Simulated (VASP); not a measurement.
Pt:

```
Pt
1.0
    -1.58422    1.58422    1.58422
     1.58422   -1.58422    1.58422
     1.58422    1.58422   -1.58422
Pt
1
Direct
  0.00000 0.00000 0.00000
```

This isn't the form of Pt at room conditions, which is fcc.

Base run:

* Program: VASP 6.6.1
* Functional: r2SCAN
* Potentials or basis: VASP PAW PBE potentials, release 64 (Pt_sv_GW)
* Cutoff: 550 eV
* k mesh: 12 × 12 × 12
* Occupations: fermi-dirac, width 0.05 eV
* Spin: no spin polarisation

Its results: band gap on the k mesh zero (bands 9 and 10 overlap by 2.30 eV); pressure -8.8 GPa.

Task: The run is repeated on the same cell with these changes: functional from r2SCAN to B3LYP; cutoff from 550 eV to 430 eV; k mesh from 12 × 12 × 12 to 6 × 6 × 6. What comes out?

Result: Band gap on the k mesh zero (bands 9 and 10 overlap by 3.16 eV); pressure 3.4 GPa.

Several settings changed at once.

Caveats: some runs use coarse meshes; the PAW data sets were made with another functional, which shifts forces and pressure a little; spin-orbit coupling is left out, which moves the levels of the heavy elements; the cell stands under tension (at least some runs).
